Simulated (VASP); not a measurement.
# TiO2 (Cmcm) in VASP: single point with LDA

Aim: the single point of TiO2 with LDA.

All numbers are computed with VASP 6.6.1; they aren't measurements. Logs are shortened: lines on timing, memory, paths and dates and some standing lists are left out, and cuts for length are marked.

### Step 1. The cell of the first run

It takes space group Cmcm (No. 63, orthorhombic). Conventional cell: a = 2.948 Å, b = 9.593 Å, c = 10.235 Å, α = 90.00°, β = 90.00°, γ = 90.00°. Within 2.4 Å of Ti (site symmetry m) lie 6 O at 1.83 to 2.19 Å. Within 2.8 Å of O (site symmetry m) lie 3 Ti at 1.89 to 2.19 Å and 5 O at 2.57 to 2.78 Å. Within 2.4 Å of O (site symmetry m2m) lie 2 Ti at 1.83 Å. O (site symmetry 2/m) has 4 Ti at 2.13 Å and 2 O at 2.66 Å within 2.8 Å.

### Step 2. Single point, LDA

Input file INCAR:

```
SYSTEM = TiO2
PREC = Accurate ; ENCUT = 520
EDIFF = 1E-6 ; ISMEAR = 0
SIGMA = 0.01 ; LREAL = .False.
LASPH = .True. ; NELM = 60
ALGO = Normal ; ISIF = 2
LWAVE = .False. ; LCHARG = .True.
GGA = CA ; LELF = .True.
LVHAR = .True. ; NBANDS = 60
```

Input file KPOINTS:

```
Automatic mesh
0
Gamma
  6 6 2
  0 0 0
```

Input file POSCAR:

```
TiO2
1.0
    1.4740970000     -4.7965300000      0.0000000000
    1.4740970000      4.7965300000      0.0000000000
    0.0000000000      0.0000000000     10.2352230000
Ti O
4 8
Direct
    0.1330870000      0.8669130000      0.5831420000
    0.8669130000      0.1330870000      0.4168580000
    0.1330870000      0.8669130000      0.9168580000
    0.8669130000      0.1330870000      0.0831420000
    0.7544000000      0.2456000000      0.8971340000
    0.2456000000      0.7544000000      0.1028660000
    0.2456000000      0.7544000000      0.3971340000
    0.7544000000      0.2456000000      0.6028660000
    0.0657650000      0.9342350000      0.7500000000
    0.9342350000      0.0657650000      0.2500000000
    0.5000000000      0.5000000000      0.5000000000
    0.5000000000      0.5000000000      0.0000000000
```

Potentials or basis: VASP PAW LDA potentials, release 64 (Ti_sv, O).

Started as:

```sh
> cat potpaw_LDA.64/Ti_sv/POTCAR potpaw_LDA.64/O/POTCAR > POTCAR
> mpirun -np 1 vasp_std > vasp.out
```

OUTCAR:

```text
SYSTEM = TiO2
   PREC = Accurate
   ENCUT = 520
   EDIFF = 1E-6
   ISMEAR = 0
   LREAL = .False.
   LASPH = .True.
   NELM = 60
   ISIF = 2
   GGA = CA

 ion  position               nearest neighbor table
   1  0.133  0.867  0.583-   9 1.83   8 1.89   8 1.89  11 2.13  11 2.13   7 2.19
   2  0.867  0.133  0.417-  10 1.83   7 1.89   7 1.89  11 2.13  11 2.13   8 2.19
   3  0.133  0.867  0.917-   9 1.83   5 1.89   5 1.89  12 2.13  12 2.13   6 2.19
   4  0.867  0.133  0.083-  10 1.83   6 1.89   6 1.89  12 2.13  12 2.13   5 2.19
   5  0.754  0.246  0.897-   3 1.89   3 1.89   4 2.19
   6  0.246  0.754  0.103-   4 1.89   4 1.89   3 2.19
   7  0.246  0.754  0.397-   2 1.89   2 1.89   1 2.19
   8  0.754  0.246  0.603-   1 1.89   1 1.89   2 2.19
   9  0.066  0.934  0.750-   1 1.83   3 1.83
  10  0.934  0.066  0.250-   2 1.83   4 1.83
  11  0.500  0.500  0.500-   1 2.13   2 2.13   1 2.13   2 2.13
  12  0.500  0.500  0.000-   3 2.13   4 2.13   3 2.13   4 2.13

  LATTYP: Found a base centered orthorhombic cell.
 ALAT       =     2.9481940000
 B/A-ratio  =     3.2538767802
 C/A-ratio  =     3.4716925006

  Lattice vectors:

 A1 = (   1.4740970000,  -4.7965300000,   0.0000000000)
 A2 = (   1.4740970000,   4.7965300000,   0.0000000000)
 A3 = (   0.0000000000,   0.0000000000,  10.2352230000)

Analysis of symmetry for initial positions (statically):
=====================================================================
 Subroutine PRICEL returns:
 Original cell was already a primitive cell.

 Routine SETGRP: Setting up the symmetry group for a
 base centered orthorhombic supercell.

 Subroutine GETGRP returns: Found  8 space group operations
 (whereof  4 operations were pure point group operations)
 out of a pool of  8 trial point group operations.

The static configuration has the point symmetry C_2h.
 The point group associated with its full space group is D_2h.

Analysis of symmetry for dynamics (positions and initial velocities):
=====================================================================
 Subroutine PRICEL returns:
 Original cell was already a primitive cell.

 Routine SETGRP: Setting up the symmetry group for a
 base centered orthorhombic supercell.

 Subroutine GETGRP returns: Found  8 space group operations
 (whereof  4 operations were pure point group operations)
 out of a pool of  8 trial point group operations.

The dynamic configuration has the point symmetry C_2h.
 The point group associated with its full space group is D_2h.

 Subroutine INISYM returns: Found  8 space group operations
 (whereof  4 operations are pure point group operations),
 and found     1 'primitive' translations

----------------------------------------------------------------------------------------

                                     Primitive cell

  volume of cell :     144.7373

  direct lattice vectors                    reciprocal lattice vectors
     1.474097000 -4.796530000  0.000000000     0.339190705 -0.104242025  0.000000000
     1.474097000  4.796530000  0.000000000     0.339190705  0.104242025  0.000000000
     0.000000000  0.000000000 10.235223000     0.000000000  0.000000000  0.097701828

  length of vectors
     5.017934038  5.017934038 10.235223000     0.354847480  0.354847480  0.097701828

  position of ions in fractional coordinates (direct lattice)
     0.133087000  0.866913000  0.583142000
     0.866913000  0.133087000  0.416858000
     0.133087000  0.866913000  0.916858000
     0.866913000  0.133087000  0.083142000
     0.754400000  0.245600000  0.897134000
     0.245600000  0.754400000  0.102866000
     0.245600000  0.754400000  0.397134000
     0.754400000  0.245600000  0.602866000
     0.065765000  0.934235000  0.750000000
     0.934235000  0.065765000  0.250000000
     0.500000000  0.500000000  0.500000000
     0.500000000  0.500000000  0.000000000

  ion indices of the primitive-cell ions
   primitive index   ion index
                 1           1
                 2           2
                 3           3
                 4           4
                 5           5
                 6           6
                 7           7
                 8           8
                 9           9
                10          10
                11          11
                12          12

----------------------------------------------------------------------------------------

 KPOINTS: Automatic mesh

Automatic generation of k-mesh.
 Grid dimensions read from file:
 generate k-points for:    6    6    2

 Generating k-lattice:

  Cartesian coordinates                     Fractional coordinates (reciprocal lattice)
     0.056531784 -0.017373671  0.000000000     0.166666667  0.000000000  0.000000000
     0.056531784  0.017373671  0.000000000     0.000000000  0.166666667  0.000000000
     0.000000000  0.000000000  0.048850914     0.000000000  0.000000000  0.500000000

  Length of vectors
     0.059141247  0.059141247  0.048850914

  Shift w.r.t. Gamma in fractional coordinates (k-lattice)
     0.000000000  0.000000000  0.000000000

 Subroutine IBZKPT returns following result:
 ===========================================

 Found     26 irreducible k-points:

 Following reciprocal coordinates:
            Coordinates               Weight
  0.000000  0.000000  0.000000      1.000000
  0.166667 -0.000000  0.000000      4.000000
  0.333333 -0.000000  0.000000      4.000000
  0.500000  0.000000  0.000000      2.000000
  0.166667  0.166667  0.000000      2.000000
  0.333333  0.166667  0.000000      4.000000
[... 16 lines left out ...]
  0.333333  0.333333  0.500000      2.000000
  0.500000  0.333333  0.500000      4.000000
 [... further k-points ...]
   k-points           NKPTS =     26   k-points in BZ     NKDIM =     26   number of bands    NBANDS=     60
   number of dos      NEDOS =    301   number of ions     NIONS =     12
   total plane-waves  NPLWV = 128000
   dimension x,y,z NGX =    40 NGY =   40 NGZ =   80
   dimension x,y,z NGXF=    80 NGYF=   80 NGZF=  160
   ions per type =               4   8
   NGX,Y,Z   is equivalent  to a cutoff of  13.25, 13.25, 12.99 a.u.
   NGXF,Y,Z  is equivalent  to a cutoff of  26.50, 26.50, 25.99 a.u.
 SYSTEM =  TiO2
   PREC   = accura    normal or accurate (medium, high low for compatibility)
   ISTART =      0    job   : 0-new  1-cont  2-samecut
   ICHARG =      2    charge: 1-file 2-atom 10-const
   ISPIN  =      1    spin polarized calculation?
   LNONCOLLINEAR =      F non collinear calculations
   LSORBIT =      F    spin-orbit coupling
   LASPH  =      T    aspherical Exc in radial PAW
   ENCUT  =  520.0 eV  38.22 Ry    6.18 a.u.   9.33  9.33 19.03*2*pi/ulx,y,z
   NELM   =     60;   NELMIN=  2; NELMDL= -5     # of ELM steps
   EDIFF  = 0.1E-05   stopping-criterion for ELM
   LREAL  =      F    real-space projection
   EDIFFG = 0.1E-04   stopping-criterion for IOM
   NSW    =      0    number of steps for IOM
   IBRION =     -1    ionic relax: 0-MD 1-quasi-New 2-CG
   NFREE  =      0    steps in history (QN), initial steepest desc. (CG)
   ISIF   =      2    stress and relaxation
   ISYM   =      2    0-nonsym 1-usesym 2-fastsym
   POTIM  = 0.5000    time-step for ionic-motion
   TEBEG  =    0.0;   TEEND  =   0.0 temperature during run
   PSTRESS=    0.0 pullay stress
   NELECT =      96.0000    total number of electrons
   NUPDOWN=      -1.0000    fix difference up-down
   EMIN   =  10.00;   EMAX   =-10.00  energy-range for DOS
   EFERMI =   0.00;   METHOD = LEGACY
   ISMEAR =     0;   SIGMA  =   0.01  broadening in eV -4-tet -1-fermi 0-gaus
   EFERMI_NEDOS =   21; number of points for ismear=-14 and -15
   IALGO  =     38    algorithm
   IMIX   =      4    mixing-type and parameters
     AMIX     =   0.40;   BMIX     =  1.00
     AMIX_MAG =   1.60;   BMIX_MAG =  1.00
  volume/ion in A,a.u.               =      12.06        81.39
  Fermi-wavevector in a.u.,A,eV,Ry     =   1.427705  2.697971 27.733310  2.038341
  Thomas-Fermi vector in A             =   2.547846
   LORBIT       =      0    0 simple, 1 ext, 2 COOP (PROOUT), +10 PAW based schemes
   GGA     = CA    functional components
   LHFCALC =     F    Hartree Fock is set to
   AEXX    =    0.0000 exact exchange contribution
   IVDW    =     0    specifies the selected vdW correction
   LEPSILON=     F    determine dielectric tensor
   LRPA    =     F    only Hartree local field effects (RPA)
 non-spin polarized calculation
 Gauss-broadening in eV      SIGMA  =   0.01
  energy-cutoff  :      520.00
  volume of cell :      144.74
 maximum number of plane-waves:      3942
 NGX is ok and might be reduce to    40
   NGX = 19   NGY = 19   NGZ = 39

 number of electron      95.9999996 magnetization

 Free energy of the ion-electron system (eV)
  ---------------------------------------------------
  ext. energy  EPLUGINS =         0.00000000
  ---------------------------------------------------
  free energy    TOTEN  =      -115.46537687 eV

  energy without entropy =     -115.46537687  energy(sigma->0) =     -115.46537687

 E-fermi :   2.3294     XC(G=0): -10.9798

 val. band max:        2.2588346596   @ k =   0.5000   0.3333   0.0000
 cond. band min:       4.7394789643   @ k =   0.5000   0.5000   0.0000
 fundamental gap:      2.4806443047
 Fermi energy:         2.3294402164

 k-point     1 :       0.0000    0.0000    0.0000
  band No.  band energies     occupation
      1     -53.2595      2.00000
      2     -53.2546      2.00000
      3     -53.2288      2.00000
      4     -53.2238      2.00000
      5     -30.0855      2.00000
      6     -30.0656      2.00000
[... 52 lines left out ...]
     59       6.5197      0.00000
     60       6.8249      0.00000

 k-point     2 :       0.1667   -0.0000    0.0000
  band No.  band energies     occupation
      1     -53.2468      2.00000
      2     -53.2419      2.00000
      3     -53.2197      2.00000
      4     -53.2148      2.00000
      5     -30.0645      2.00000
      6     -30.0412      2.00000
[... 1383 lines left out ...]
      4     -53.2260      2.00000
      5     -30.0397      2.00000
      6     -30.0397      2.00000
[... 52 lines left out ...]
     59       6.7845      0.00000
     60       6.7845      0.00000

 [... further k-points ...]

------------------------ aborting loop because EDIFF is reached ----------------------------------------

  FORCE on cell =-STRESS in cart. coord.  units (eV):
  Direction    XX          YY          ZZ          XY          YZ          ZX
  --------------------------------------------------------------------------------------
  -------------------------------------------------------------------------------------
  Total      -10.8480743     -9.4200244     -9.8049324      0.0000000      0.0000000      0.0000000
  in kB     -120.0833240   -104.2754517   -108.5362103      0.0000000      0.0000000      0.0000000
  external PRESSURE =    -110.9649953 kB  Pullay stress =       0.0000000 kB

 VOLUME and BASIS-vectors are now :
 -----------------------------------------------------------------------------
  energy-cutoff  :      520.00
  volume of cell :      144.74
      direct lattice vectors                 reciprocal lattice vectors
     1.474097000 -4.796530000  0.000000000     0.339190705 -0.104242025  0.000000000
     1.474097000  4.796530000  0.000000000     0.339190705  0.104242025  0.000000000
     0.000000000  0.000000000 10.235223000     0.000000000  0.000000000  0.097701828

 POSITION                                       TOTAL-FORCE (eV/Angst)
 -----------------------------------------------------------------------------------
      1.47410      3.51982      5.96859         0.000000     -0.169433      0.103601
      1.47410     -3.51982      4.26663         0.000000      0.169433     -0.103601
      1.47410      3.51982      9.38425         0.000000     -0.169433     -0.103601
      1.47410     -3.51982      0.85098         0.000000      0.169433      0.103601
      1.47410     -2.44047      9.18237         0.000000      0.477340      0.383663
      1.47410      2.44047      1.05286         0.000000     -0.477340     -0.383663
      1.47410      2.44047      4.06476         0.000000     -0.477340      0.383663
      1.47410     -2.44047      6.17047         0.000000      0.477340     -0.383663
      1.47410      4.16564      7.67642         0.000000     -0.429710     -0.000000
      1.47410     -4.16564      2.55881         0.000000      0.429710     -0.000000
      1.47410      0.00000      5.11761         0.000000     -0.000000     -0.000000
      1.47410      0.00000      0.00000         0.000000     -0.000000     -0.000000
 -----------------------------------------------------------------------------------
    total drift:                                0.000000      0.000000      0.000000

  FREE ENERGIE OF THE ION-ELECTRON SYSTEM (eV)
  ---------------------------------------------------
  free  energy   TOTEN  =      -115.4653768747 eV

  energy  without entropy=     -115.4653768747  energy(sigma->0) =     -115.46537687
```

Run time: 5.4 min. Hardware: 1 thread of Intel Xeon Platinum 8375C at 2.90GHz (Ice Lake), shared host; peak memory 0.36 GiB.

Results:

| Quantity | Value |
| --- | --- |
| Free energy | -115.4654 eV |
| Pressure | -11.1 GPa |
| Largest force | 0.612 eV/Å |
| Band gap on the k mesh | 2.48 eV (least direct gap 2.59 eV) |

Forces on the atoms (eV/Å):
```
Ti   0.000 -0.169  0.104
Ti   0.000  0.169 -0.104
Ti   0.000 -0.169 -0.104
Ti   0.000  0.169  0.104
O    0.000  0.477  0.384
O    0.000 -0.477 -0.384
O    0.000 -0.477  0.384
O    0.000  0.477 -0.384
O    0.000 -0.430  0.000
O    0.000  0.430  0.000
O    0.000  0.000  0.000
O    0.000  0.000  0.000
```

Stress tensor (GPa, compression positive):
```
-12.01   0.00   0.00
  0.00 -10.43   0.00
  0.00   0.00 -10.85
```

Levels at points of the mesh, in eV from the valence-band top:
```
           k point  band 44  band 45  band 46  band 47  band 48  band 49  band 50  band 51  band 52  band 53
(0.00, 0.00, 0.00)    -0.64    -0.49    -0.42    -0.14    -0.11     2.71     2.72     2.97     3.46     3.60
(0.50, 0.00, 0.00)    -0.99    -0.98    -0.92    -0.48    -0.43     2.76     3.20     3.35     3.54     3.66
(0.50, 0.50, 0.00)    -0.66    -0.61    -0.43    -0.31    -0.20     2.48     2.64     3.26     3.29     3.35
(0.00, 0.00, 0.50)    -0.66    -0.45    -0.45    -0.31    -0.31     2.73     2.73     3.15     3.15     3.63
(0.50, 0.00, 0.50)    -1.10    -0.76    -0.76    -0.47    -0.47     2.96     2.96     3.32     3.32     3.71
(0.50, 0.50, 0.50)    -0.86    -0.64    -0.64    -0.02    -0.02     2.57     2.57     3.20     3.20     3.35
```

Caveat: the cell stands under tension.
